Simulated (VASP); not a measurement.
ZnO: relaxation of cell and atoms with PBE

The system is ZnO.

```xyz
2
Lattice="4.7114 0.0000 0.0000 0.0000 4.7114 0.0000 0.0000 0.0000 3.4589" Properties=species:S:1:pos:R:3 pbc="T T T"
Zn    0.0000    0.0000    0.0000
O     0.0000    0.0000    1.7294
```

The cell was built from a structure type or drawn by symmetry, and may not be a known phase.

| Quantity | Value |
| --- | --- |
| Program | VASP 6.6.1 |
| Task | relaxation of cell and atoms |
| Functional | PBE |
| Potentials or basis | VASP PAW PBE potentials, release 64 (Zn, O) |
| Cutoff | 600 eV |
| k mesh | 6 × 6 × 8 |
| Occupations | gaussian, width 0.02 eV |
| Spin | no spin polarisation |
| Dipole correction | no |
| Further INCAR settings | ALGO = Normal; EDIFF = 1e-07; IBRION = 2; EDIFFG = -0.01; NSW = 100; ISIF = 3 |

```
Relaxed volume                        : 34.07 Å³/atom
Relaxed cell                          : a = 4.430 Å, b = 4.430 Å, c = 3.471 Å, α = 90.00°, β = 90.00°, γ = 90.00°
Space group after relaxing (to 0.1 Å) : P4/mmm (No. 123)
Energy gained by relaxing             : 1.6 meV/atom
Ionic steps                           : 14
Pressure after relaxing               : 0.0 GPa
Band gap on the k mesh                : 1.63 eV (least direct gap 3.06 eV)
```

The path:
```csv
step,energy change (eV),largest force (eV/Å),pressure (GPa),volume (Å³)
1,0.0000,0.0000,0.39,76.78
2,0.0079,0.0000,-1.16,77.81
3,-0.0012,0.0000,-0.04,77.05
4,-0.0012,0.0000,-0.03,77.05
5,-0.0012,0.0000,-0.03,76.96
6,-0.0013,0.0000,-0.03,76.72
7,-0.0015,0.0000,-0.02,76.24
8,-0.0018,0.0000,-0.01,75.27
9,-0.0023,0.0000,-0.02,73.36
10,-0.0031,0.0000,0.01,69.62
11,-0.0016,0.0000,0.11,62.42
12,-0.0033,0.0000,0.03,68.14
13,0.0014,0.0000,-0.89,67.93
14,-0.0033,0.0000,-0.01,68.13
```

Final structure:
```cif
data_structure
_symmetry_space_group_name_H-M 'P 1'
_symmetry_Int_Tables_number 1
_cell_length_a 4.4305
_cell_length_b 4.4305
_cell_length_c 3.4710
_cell_angle_alpha 90.000
_cell_angle_beta 90.000
_cell_angle_gamma 90.000
_cell_volume 68.13
loop_
_atom_site_label
_atom_site_type_symbol
_atom_site_fract_x
_atom_site_fract_y
_atom_site_fract_z
_atom_site_occupancy
Zn1 Zn 0.00000 0.00000 0.00000 1
O1 O 0.00000 0.00000 0.50000 1
```

Levels at points of the mesh, in eV from the valence-band top:
```csv
k point,band 5,band 6,band 7,band 8,band 9,band 10,band 11,band 12,band 13
"(0.00, 0.00, 0.00)",-5.49,-4.99,-3.30,-1.43,-1.43,1.63,8.53,8.57,8.57
"(0.50, 0.00, 0.00)",-5.49,-4.93,-3.29,-1.85,-1.40,2.80,4.79,9.38,9.86
"(0.50, 0.50, 0.00)",-5.50,-4.88,-3.28,-1.76,-1.76,3.93,5.94,5.94,6.46
"(0.00, 0.00, 0.50)",-5.61,-5.58,-3.14,-0.02,-0.02,5.74,6.77,7.35,7.35
"(0.50, 0.00, 0.50)",-5.59,-5.59,-2.96,-0.19,0.00,4.58,6.99,7.77,8.96
"(0.50, 0.50, 0.50)",-5.60,-5.57,-2.80,-0.16,-0.16,5.24,5.24,8.37,9.27
```

Run time: 3.3 min on 1 thread of AMD EPYC 9R45 96-Core Processor (Zen 5), on a shared host, peak memory 0.22 GiB.

A k mesh can miss the band edges.
